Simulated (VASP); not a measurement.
# ScTiN2 (P4/mmm) in VASP: further runs, part 2 of 3

VASP 6.6.1. The steps go on from the part before.

## Step 5: Single point, PBE

Input file INCAR:

```
  PREC = Accurate
  ENCUT = 520
  EDIFF = 1E-6
  ISMEAR = 0
  SIGMA = 0.1
  LREAL = F
  LASPH = T
  NELM = 80
  ALGO = Normal
  ISIF = 2
  LWAVE = F
  LCHARG = F
  GGA = PE
  NBANDS = 24
```

Input file KPOINTS:

```
regular mesh
0
Gamma
  16 16 10
```

Input file POSCAR:

```
ScTiN2
1.0
    3.0952150864      0.0000000000      0.0000000000
    0.0000000000      3.0952150864      0.0000000000
    0.0000000000      0.0000000000      4.3564080323
Sc Ti N
1 1 2
Direct
    0.5000000000      0.5000000000      0.5000000000
    0.0000000000      0.0000000000      0.0000000000
    0.0000000000      0.0000000000      0.5000000000
    0.5000000000      0.5000000000      0.0000000000
```

Potentials or basis: VASP PAW PBE potentials, release 64 (Sc_sv, Ti_sv, N).

On the command line:

```console
> cat potpaw_PBE.64/Sc_sv/POTCAR potpaw_PBE.64/Ti_sv/POTCAR potpaw_PBE.64/N/POTCAR > POTCAR
> mpirun -np 1 vasp_std > vasp.out
```

OUTCAR:

```text
PREC = Accurate
   ENCUT = 520
   EDIFF = 1E-6
   ISMEAR = 0
   LREAL = F
   LASPH = T
   NELM = 80
   ISIF = 2
   GGA = PE

 ion  position               nearest neighbor table
   1  0.500  0.500  0.500-   4 2.18   4 2.18   3 2.19   3 2.19   3 2.19   3 2.19   2 3.09   2 3.09
                             2 3.09   2 3.09   2 3.09   2 3.09   2 3.09   2 3.09
   2  0.000  0.000  0.000-   3 2.18   3 2.18   4 2.19   4 2.19   4 2.19   4 2.19   1 3.09   1 3.09
                             1 3.09   1 3.09   1 3.09   1 3.09   1 3.09   1 3.09
   3  0.000  0.000  0.500-   2 2.18   2 2.18   1 2.19   1 2.19   1 2.19   1 2.19
   4  0.500  0.500  0.000-   1 2.18   1 2.18   2 2.19   2 2.19   2 2.19   2 2.19

  LATTYP: Found a simple tetragonal cell.
 ALAT       =     3.0952150864
 C/A-ratio  =     1.4074653653

  Lattice vectors:

 A1 = (   3.0952150864,   0.0000000000,   0.0000000000)
 A2 = (   0.0000000000,   3.0952150864,   0.0000000000)
 A3 = (   0.0000000000,   0.0000000000,   4.3564080323)

Analysis of symmetry for initial positions (statically):
=====================================================================
 Subroutine PRICEL returns:
 Original cell was already a primitive cell.

 Routine SETGRP: Setting up the symmetry group for a
 simple tetragonal supercell.

 Subroutine GETGRP returns: Found 16 space group operations
 (whereof 16 operations were pure point group operations)
 out of a pool of 16 trial point group operations.

The static configuration has the point symmetry D_4h.

Analysis of symmetry for dynamics (positions and initial velocities):
=====================================================================
 Subroutine PRICEL returns:
 Original cell was already a primitive cell.

 Routine SETGRP: Setting up the symmetry group for a
 simple tetragonal supercell.

 Subroutine GETGRP returns: Found 16 space group operations
 (whereof 16 operations were pure point group operations)
 out of a pool of 16 trial point group operations.

The dynamic configuration has the point symmetry D_4h.

 Subroutine INISYM returns: Found 16 space group operations
 (whereof 16 operations are pure point group operations),
 and found     1 'primitive' translations

----------------------------------------------------------------------------------------

                                     Primitive cell

  volume of cell :      41.7359

  direct lattice vectors                    reciprocal lattice vectors
     3.095215086  0.000000000  0.000000000     0.323079325  0.000000000  0.000000000
     0.000000000  3.095215086  0.000000000     0.000000000  0.323079325  0.000000000
     0.000000000  0.000000000  4.356408032     0.000000000  0.000000000  0.229546909

  length of vectors
     3.095215086  3.095215086  4.356408032     0.323079325  0.323079325  0.229546909

  position of ions in fractional coordinates (direct lattice)
     0.500000000  0.500000000  0.500000000
     0.000000000  0.000000000  0.000000000
     0.000000000  0.000000000  0.500000000
     0.500000000  0.500000000  0.000000000

  ion indices of the primitive-cell ions
   primitive index   ion index
                 1           1
                 2           2
                 3           3
                 4           4

[... 26 lines left out ...]
 Following reciprocal coordinates:
            Coordinates               Weight
  0.000000  0.000000  0.000000      1.000000
  0.062500  0.000000  0.000000      4.000000
  0.125000  0.000000  0.000000      4.000000
  0.187500  0.000000  0.000000      4.000000
  0.250000  0.000000  0.000000      4.000000
  0.312500  0.000000  0.000000      4.000000
[... 16 lines left out ...]
  0.437500  0.125000  0.000000      8.000000
  0.500000  0.125000  0.000000      4.000000
 [... further k-points ...]
   k-points           NKPTS =    270   k-points in BZ     NKDIM =    270   number of bands    NBANDS=     24
   number of dos      NEDOS =    301   number of ions     NIONS =      4
   total plane-waves  NPLWV =  18432
   dimension x,y,z NGX =    24 NGY =   24 NGZ =   32
   dimension x,y,z NGXF=    48 NGYF=   48 NGZF=   64
   ions per type =               1   1   2
   NGX,Y,Z   is equivalent  to a cutoff of  12.89, 12.89, 12.21 a.u.
   NGXF,Y,Z  is equivalent  to a cutoff of  25.78, 25.78, 24.42 a.u.
 SYSTEM =  unknown system
   PREC   = accura    normal or accurate (medium, high low for compatibility)
   ISTART =      0    job   : 0-new  1-cont  2-samecut
   ICHARG =      2    charge: 1-file 2-atom 10-const
   ISPIN  =      1    spin polarized calculation?
   LNONCOLLINEAR =      F non collinear calculations
   LSORBIT =      F    spin-orbit coupling
   LASPH  =      T    aspherical Exc in radial PAW
   ENCUT  =  520.0 eV  38.22 Ry    6.18 a.u.   5.76  5.76  8.10*2*pi/ulx,y,z
   NELM   =     80;   NELMIN=  2; NELMDL= -5     # of ELM steps
   EDIFF  = 0.1E-05   stopping-criterion for ELM
   LREAL  =      F    real-space projection
   EDIFFG = 0.1E-04   stopping-criterion for IOM
   NSW    =      0    number of steps for IOM
   IBRION =     -1    ionic relax: 0-MD 1-quasi-New 2-CG
   NFREE  =      0    steps in history (QN), initial steepest desc. (CG)
   ISIF   =      2    stress and relaxation
   ISYM   =      2    0-nonsym 1-usesym 2-fastsym
   POTIM  = 0.5000    time-step for ionic-motion
   TEBEG  =    0.0;   TEEND  =   0.0 temperature during run
   PSTRESS=    0.0 pullay stress
   NELECT =      33.0000    total number of electrons
   NUPDOWN=      -1.0000    fix difference up-down
   EMIN   =  10.00;   EMAX   =-10.00  energy-range for DOS
   EFERMI =   0.00;   METHOD = LEGACY
   ISMEAR =     0;   SIGMA  =   0.10  broadening in eV -4-tet -1-fermi 0-gaus
   EFERMI_NEDOS =   21; number of points for ismear=-14 and -15
   IALGO  =     38    algorithm
   IMIX   =      4    mixing-type and parameters
     AMIX     =   0.40;   BMIX     =  1.00
     AMIX_MAG =   1.60;   BMIX_MAG =  1.00
  volume/ion in A,a.u.               =      10.43        70.41
  Fermi-wavevector in a.u.,A,eV,Ry     =   1.513826  2.860717 31.180068  2.291670
  Thomas-Fermi vector in A             =   2.623566
   LORBIT       =      0    0 simple, 1 ext, 2 COOP (PROOUT), +10 PAW based schemes
   GGA     = PE    functional components
   LHFCALC =     F    Hartree Fock is set to
   AEXX    =    0.0000 exact exchange contribution
   IVDW    =     0    specifies the selected vdW correction
   LEPSILON=     F    determine dielectric tensor
   LRPA    =     F    only Hartree local field effects (RPA)
 non-spin polarized calculation
 Gauss-broadening in eV      SIGMA  =   0.10
  energy-cutoff  :      520.00
  volume of cell :       41.74
 maximum number of plane-waves:      1160
 NGX is ok and might be reduce to    24
   NGX = 11   NGY = 11   NGZ = 17

 number of electron      33.0000008 magnetization

 Free energy of the ion-electron system (eV)
  ---------------------------------------------------
  ext. energy  EPLUGINS =         0.00000000
  ---------------------------------------------------
  free energy    TOTEN  =       -37.93198642 eV

  energy without entropy =      -37.92484587  energy(sigma->0) =      -37.92841615

 E-fermi :   8.8270     XC(G=0): -12.4608

 val. band max:        8.8190133250   @ k =   0.4375   0.3125   0.2000
 cond. band min:       8.8280820402   @ k =   0.2500   0.0000   0.2000
 fundamental gap:      0.0090687152
 Fermi energy:         8.8270045595

 k-point     1 :       0.0000    0.0000    0.0000
  band No.  band energies     occupation
      1     -49.1286      2.00000
      2     -40.0867      2.00000
      3     -25.3860      2.00000
      4     -25.2801      2.00000
      5     -25.2801      2.00000
      6     -18.8459      2.00000
[... 637 lines left out ...]
     23      12.9224      0.00000
     24      13.3158      0.00000

 [... further k-points ...]

------------------------ aborting loop because EDIFF is reached ----------------------------------------

  FORCE on cell =-STRESS in cart. coord.  units (eV):
  Direction    XX          YY          ZZ          XY          YZ          ZX
  --------------------------------------------------------------------------------------
  -------------------------------------------------------------------------------------
  Total        0.2265316      0.2265316      0.2341074      0.0000000      0.0000000      0.0000000
  in kB        8.6961921      8.6961921      8.9870172      0.0000000      0.0000000      0.0000000
  external PRESSURE =       8.7931338 kB  Pullay stress =       0.0000000 kB

 VOLUME and BASIS-vectors are now :
 -----------------------------------------------------------------------------
  energy-cutoff  :      520.00
  volume of cell :       41.74
      direct lattice vectors                 reciprocal lattice vectors
     3.095215086  0.000000000  0.000000000     0.323079325  0.000000000  0.000000000
     0.000000000  3.095215086  0.000000000     0.000000000  0.323079325  0.000000000
     0.000000000  0.000000000  4.356408032     0.000000000  0.000000000  0.229546909

 POSITION                                       TOTAL-FORCE (eV/Angst)
 -----------------------------------------------------------------------------------
      1.54761      1.54761      2.17820         0.000000      0.000000      0.000000
      0.00000      0.00000      0.00000         0.000000      0.000000      0.000000
      0.00000      0.00000      2.17820         0.000000      0.000000      0.000000
      1.54761      1.54761      0.00000         0.000000      0.000000      0.000000
 -----------------------------------------------------------------------------------
    total drift:                                0.000000     -0.000000     -0.000000

  FREE ENERGIE OF THE ION-ELECTRON SYSTEM (eV)
  ---------------------------------------------------
  free  energy   TOTEN  =       -37.9319864235 eV

  energy  without entropy=      -37.9248458691  energy(sigma->0) =      -37.92841615
```

OSZICAR:

```text
N       E                     dE             d eps       ncg     rms          rms(c)
DAV:   1     0.403065611404E+03    0.40307E+03   -0.15941E+04 13184   0.161E+03
DAV:   2     0.291164352373E+00   -0.40277E+03   -0.38641E+03 13176   0.511E+02
DAV:   3    -0.464444085950E+02   -0.46736E+02   -0.45418E+02 21288   0.161E+02
DAV:   4    -0.482288063829E+02   -0.17844E+01   -0.17562E+01 19376   0.296E+01
DAV:   5    -0.482865407278E+02   -0.57734E-01   -0.57717E-01 17000   0.497E+00    0.241E+01
DAV:   6    -0.388006439647E+02    0.94859E+01   -0.56816E+01 18712   0.651E+01    0.116E+01
DAV:   7    -0.382876418022E+02    0.51300E+00   -0.11888E+01 17360   0.335E+01    0.794E+00
DAV:   8    -0.379869382545E+02    0.30070E+00   -0.12646E+00 16968   0.969E+00    0.443E+00
DAV:   9    -0.380006931372E+02   -0.13755E-01   -0.67493E-01 20016   0.814E+00    0.231E+00
DAV:  10    -0.379311730974E+02    0.69520E-01   -0.22380E-01 17336   0.515E+00    0.429E-01
DAV:  11    -0.379329726144E+02   -0.17995E-02   -0.16531E-02 20872   0.111E+00    0.237E-01
DAV:  12    -0.379319559384E+02    0.10167E-02   -0.29137E-03 18680   0.513E-01    0.580E-02
DAV:  13    -0.379319932757E+02   -0.37337E-04   -0.15492E-04 17224   0.108E-01    0.319E-02
DAV:  14    -0.379319876891E+02    0.55866E-05   -0.33576E-05 19528   0.357E-02    0.139E-02
DAV:  15    -0.379319862537E+02    0.14354E-05   -0.29666E-06 11480   0.220E-02    0.520E-03
DAV:  16    -0.379319864235E+02   -0.16975E-06   -0.57974E-07  7952   0.776E-03
   1 F= -.37931986E+02 E0= -.37928416E+02  d E =-.714055E-02
```

stdout:

```text
POSCAR found type information on POSCAR ScTiN
 POSCAR found :  3 types and       4 ions
 scaLAPACK will be used
 LDA part: xc-table for (Slater+PW92), standard interpolation
 POSCAR, INCAR and KPOINTS ok, starting setup
 FFT: planning ... GRIDC
 FFT: planning ... GRID_SOFT
 FFT: planning ... GRID
 WAVECAR not read
 entering main loop
```

Wall time 5.5 min (1 thread of Intel Xeon 8259CL, shared host); peak memory 0.37 GiB.

What came out:

| Item | Value |
| --- | --- |
| Free energy | -37.9320 eV |
| Pressure | 0.9 GPa |
| Band gap on the k mesh | zero (an odd number of electrons rules out a gap without spin polarisation) |

Levels at points of the mesh, in eV from the Fermi level:
| k point | band 12 | band 13 | band 14 | band 15 | band 16 | band 17 | band 18 | band 19 | band 20 | band 21 |
| --- | --- | --- | --- | --- | --- | --- | --- | --- | --- | --- |
| (0.00, 0.00, 0.00) | -2.61 | -2.61 | -2.22 | -1.48 | -1.45 | -1.45 | 0.08 | 0.08 | 0.69 | 0.86 |
| (0.50, 0.00, 0.00) | -5.56 | -4.59 | -4.14 | -4.07 | -3.98 | 0.83 | 1.54 | 1.60 | 2.63 | 3.18 |
| (0.50, 0.50, 0.00) | -4.94 | -2.66 | -2.45 | -2.45 | -2.39 | -2.12 | -2.12 | 1.73 | 2.05 | 2.37 |
| (0.00, 0.00, 0.50) | -5.05 | -2.71 | -2.71 | -2.43 | -2.43 | -1.69 | -0.15 | 0.95 | 1.76 | 1.76 |
| (0.50, 0.00, 0.50) | -6.75 | -4.80 | -4.75 | -4.32 | -4.29 | 1.61 | 1.64 | 1.99 | 3.83 | 4.11 |
| (0.50, 0.50, 0.50) | -4.88 | -4.66 | -4.31 | -4.22 | -4.22 | 1.02 | 1.02 | 2.05 | 2.61 | 2.69 |

(Part 2 of 3 ends here.)
